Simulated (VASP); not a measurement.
A run of VASP 6.6.1 is set up as follows.

INCAR

```
SYSTEM = Dy2H
PREC = Accurate
ENCUT = 500
EDIFF = 1E-6
ISMEAR = 0
SIGMA = 0.2
LREAL = .FALSE.
LASPH = .TRUE.
NELM = 200
ALGO = Normal
ISIF = 2
LWAVE = .FALSE.
LCHARG = .TRUE.
GGA = PE
LELF = .TRUE.
LVHAR = .TRUE.
NBANDS = 16
GGA_COMPAT = .FALSE.
LMAXMIX = 6
```

Contents of KPOINTS:

```
Automatic mesh
0
G
  5 6 4
  0 0 0
```

Contents of POSCAR:

```
Dy2H
1.0
    3.2872517420      0.0000000000      0.2586424135
    0.0000000000      3.3235539243      0.0000000000
   -0.4753574296      0.0000000000      5.9741442936
Dy H
2 1
Direct
    0.0000000000      0.0000000000      0.0000000000
    0.5000000000      0.0000000000      0.5000000000
    0.5000000000      0.5000000000      0.0000000000
```

Potentials or basis: VASP PAW PBE potentials, release 64 (Dy_3, H), 4f in core.

Command:

```console
$ cat potpaw_PBE.64/Dy_3/POTCAR potpaw_PBE.64/H/POTCAR > POTCAR
$ mpirun -np 1 vasp_std > vasp.out
```

Estimate the pressure.

0.4 GPa.

Estimate the band gap on the k mesh.

zero (an odd number of electrons rules out a gap without spin polarisation).

Caveat: the k points lie up to 0.38 Å⁻¹ apart, too coarse for converged energies and pressures of a metal; spin-orbit coupling is left out, which moves the levels of the heavy elements; the 4f electrons are frozen in the core, so they carry no moment and show no levels. Spin polarisation is off, so any magnetic state and its effect on volume and gap are missing.
